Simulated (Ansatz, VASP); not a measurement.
**Bi: VASP beside Ansatz**

```
Bi
1.0
     3.22228    0.00000    0.00000
     0.00000    3.22228    0.00000
     0.00000    0.00000    3.22228
Bi
1
Direct
  0.00000 0.00000 0.00000
```

Alike in both runs: functional PBEsol; k mesh 14 × 14 × 14; occupations gaussian, width 0.1 eV; no spin polarisation.

Ansatz relaxed the structure, and its values are those at the end. VASP's run is a single point on that final structure, the one shown.

|  | VASP | Ansatz |
| --- | --- | --- |
| version | VASP 6.6.1 | Ansatz 0.2.0 |
| potentials or method | VASP PAW PBE potentials, release 64 (Bi_d), cutoff 520 eV | scalar-relativistic, plane waves, PAW |
| valence electrons in the cell | 15 | 15 |

Ansatz gave:

| Item | Value |
| --- | --- |
| gap on the k mesh at the Fermi level (eV) | none |
| pressure (GPa) | 0.0 |

Question: What did VASP give for the same quantities?

Answer: gap on the k mesh at the Fermi level (eV): none; pressure (GPa): -0.1.

VASP's potentials were made for PBE, not for PBEsol. A gap of «none» marks a metal or a gap that the smearing closes. With one functional, cell and mesh, what is left measures potentials, basis and numerics.

Spin-orbit coupling is off throughout.
